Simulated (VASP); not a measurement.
A run of VASP 6.6.1 is set up as follows.

File INCAR:

```
SYSTEM = C
ALGO = Normal ; EDIFF = 1E-6
ENCUT = 600 ; GGA = PE
GGA_COMPAT = .FALSE. ; ISIF = 2
ISMEAR = 0 ; ISYM = 0
LASPH = .TRUE. ; LCHARG = .FALSE.
LREAL = .FALSE. ; LWAVE = .FALSE.
NBANDS = 26 ; NELM = 120
PREC = Accurate ; SIGMA = 0.01
```

File KPOINTS:

```
Automatic mesh
0
Gamma
  1 1 1
  0.5 0.5 0.5
```

File POSCAR:

```
C
1.0
    3.5670000000      0.0000000000      0.0000000000
    0.0000000000      3.5670000000      0.0000000000
    0.0000000000      0.0000000000      3.5670000000
C
8
Direct
    0.0022427800      0.0013456700      0.0010092500
    0.2500000000      0.2500000000      0.2500000000
    0.0000000000      0.5000000000      0.5000000000
    0.2500000000      0.7500000000      0.7500000000
    0.5000000000      0.0000000000      0.5000000000
    0.7500000000      0.2500000000      0.7500000000
    0.5000000000      0.5000000000      0.0000000000
    0.7500000000      0.7500000000      0.2500000000
```

Potentials or basis: VASP PAW PBE potentials, release 64 (C).

Launch:

```bash
$ cat potpaw_PBE.64/C/POTCAR > POTCAR
$ mpirun -np 1 vasp_std > vasp.out
```

**Question.** What does it give for the band gap on the k mesh?

**Answer.** 11.06 eV.

**Question.** Estimate the largest force.

**Answer.** 0.521 eV/Å.

**Question.** Predict the pressure.

**Answer.** 20.4 GPa.

Forces on the atoms (eV/Å):
```
C   -0.415 -0.251 -0.189
C    0.129  0.090  0.075
C   -0.081  0.014  0.010
C    0.097  0.060  0.045
C    0.024 -0.049  0.010
C    0.109  0.047  0.056
C    0.024  0.014 -0.036
C    0.113  0.074  0.029
```

Caveat: the k points lie up to 1.76 Å⁻¹ apart. A k mesh can miss the band edges.
